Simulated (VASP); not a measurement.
# Si2Mo (I4/mmm) in VASP: a series of runs, part 2 of 2

VASP 6.6.1. The steps go on from the part before.

### Step 3. Electric field gradients, PBEsol (equal xx and yy strain of -2 %)

Input file INCAR:

```
SYSTEM = Si2Mo
PREC = Accurate
ENCUT = 520
EDIFF = 1E-8
ISMEAR = -1
SIGMA = 0.03
LREAL = .FALSE.
LASPH = .TRUE.
NELM = 100
ALGO = Normal
ISIF = 2
LWAVE = .FALSE.
LCHARG = .FALSE.
GGA = PS
LEFG = .TRUE.
ISYM = 0
NBANDS = 18
```

Input file KPOINTS:

```
Automatic mesh
0
G
  12 12 16
  0 0 0
```

Input file POSCAR:

```
Si2Mo
1.0
   -1.5680000000      1.5680000000      3.9305000000
    1.5680000000     -1.5680000000      3.9305000000
    1.5680000000      1.5680000000     -3.9305000000
Si Mo
2 1
Direct
    0.3330000000      0.3330000000      0.0000000000
    0.6670000000      0.6670000000      0.0000000000
    0.0000000000      0.0000000000      0.0000000000
```

Potentials or basis: VASP PAW PBE potentials, release 64 (Si, Mo_sv).

On the command line:

```
$ cat potpaw_PBE.64/Si/POTCAR potpaw_PBE.64/Mo_sv/POTCAR > POTCAR
$ mpirun -np 1 vasp_std > vasp.out
```

OUTCAR:

```text
SYSTEM = Si2Mo
   PREC = Accurate
   ENCUT = 520
   EDIFF = 1E-8
   ISMEAR = -1
   LREAL = .FALSE.
   LASPH = .TRUE.
   NELM = 100
   ISIF = 2
   GGA = PS
   ISYM = 0

 ion  position               nearest neighbor table
   1  0.333  0.333  0.000-   2 2.57   2 2.57   2 2.57   2 2.57   3 2.58   3 2.58   3 2.58   3 2.58
                             3 2.62   2 2.63
   2  0.667  0.667  0.000-   1 2.57   1 2.57   1 2.57   1 2.57   3 2.58   3 2.58   3 2.58   3 2.58
                             3 2.62   1 2.63
   3  0.000  0.000  0.000-   2 2.58   1 2.58   2 2.58   1 2.58   2 2.58   1 2.58   1 2.58   2 2.58
                             1 2.62   2 2.62

IMPORTANT INFORMATION: All symmetrisations will be switched off!
NOSYMM: (Re-)initialisation of all symmetry stuff for point group C_1.

----------------------------------------------------------------------------------------

                                     Primitive cell

  volume of cell :      38.6545
[... 692 lines left out ...]

 POSITION                                       TOTAL-FORCE (eV/Angst)
 -----------------------------------------------------------------------------------
      0.00000      0.00000      2.61771         0.000488      0.000488      0.263482
      0.00000      0.00000      5.24329        -0.000488     -0.000488     -0.263482
      0.00000      0.00000      0.00000        -0.000000      0.000000      0.000000
 -----------------------------------------------------------------------------------
    total drift:                               -0.000000      0.000000      0.000000

  FREE ENERGIE OF THE ION-ELECTRON SYSTEM (eV)
  ---------------------------------------------------
  free  energy   TOTEN  =       -25.0357741420 eV

  energy  without entropy=      -25.0351180225  energy(sigma->0) =      -25.03544608

 Electric field gradients (V/A^2)
---------------------------------------------------------------------
 ion       V_xx      V_yy      V_zz      V_xy      V_xz      V_yz
---------------------------------------------------------------------
   1       4.733     4.733    -9.467     0.015    -0.002    -0.002
   2       4.733     4.733    -9.467     0.015    -0.002    -0.002
   3      20.166    20.166   -40.332    -0.123    -0.023    -0.023
---------------------------------------------------------------------

 Electric field gradients after diagonalization (V/A^2)
 (convention: |V_zz| > |V_xx| > |V_yy|)
----------------------------------------------------------------------
 ion       V_xx      V_yy      V_zz     asymmetry (V_yy - V_xx)/ V_zz
----------------------------------------------------------------------
   1       4.749     4.718    -9.467       0.003
   2       4.749     4.718    -9.467       0.003
   3      20.289    20.043   -40.332       0.006
----------------------------------------------------------------------

           NMR quadrupolar parameters

 Cq : quadrupolar parameter    Cq=e*Q*V_zz/h
 eta: asymmetry parameters     (V_yy - V_xx)/ V_zz
 Q  : nuclear electric quadrupole moment in mb (millibarn)
----------------------------------------------------------------------
 ion       Cq(MHz)       eta       Q (mb)
----------------------------------------------------------------------
   1      -0.023       0.003       1.000
   2      -0.023       0.003       1.000
   3      -0.098       0.006       1.000
----------------------------------------------------------------------
```

Run time: 26 min. Hardware: 1 thread of Oxide Virtual Turin-like, shared host; peak memory 0.79 GiB.

Results:

| Item | Value |
| --- | --- |
| Free energy | -25.0358 eV |
| Pressure | 6.6 GPa |
| Largest force | 0.263 eV/Å |
| Band gap on the k mesh | zero (bands 11 and 12 overlap by 0.99 eV) |
| Largest electric field gradient by atom | Si -9.5; Mo -40.3 V/Å² |

Forces in eV/Å, atoms in the order of the input:
```
Si   0.000  0.000  0.263
Si   0.000  0.000 -0.263
Mo   0.000  0.000  0.000
```

Stress tensor (GPa, compression positive):
```
 9.47  0.01 -0.01
 0.01  9.47 -0.01
-0.01 -0.01  0.95
```

Electric field gradients, principal values (V/Å²):
| atom | least | middle | greatest (by size) |
| --- | --- | --- | --- |
| 1 Si | 4.718 | 4.749 | -9.467 |
| 2 Si | 4.718 | 4.749 | -9.467 |
| 3 Mo | 20.043 | 20.289 | -40.332 |

Caveat: the cell differs from its parent crystal (equal xx and yy strain of -2 %); the stress differs along the axes, from 1 to 9 GPa; without QUAD_EFG the Cq values of the log hold for a quadrupole moment of 1 mb, not for the nuclei; the PAW data sets were made with another functional, which shifts forces and pressure a little.
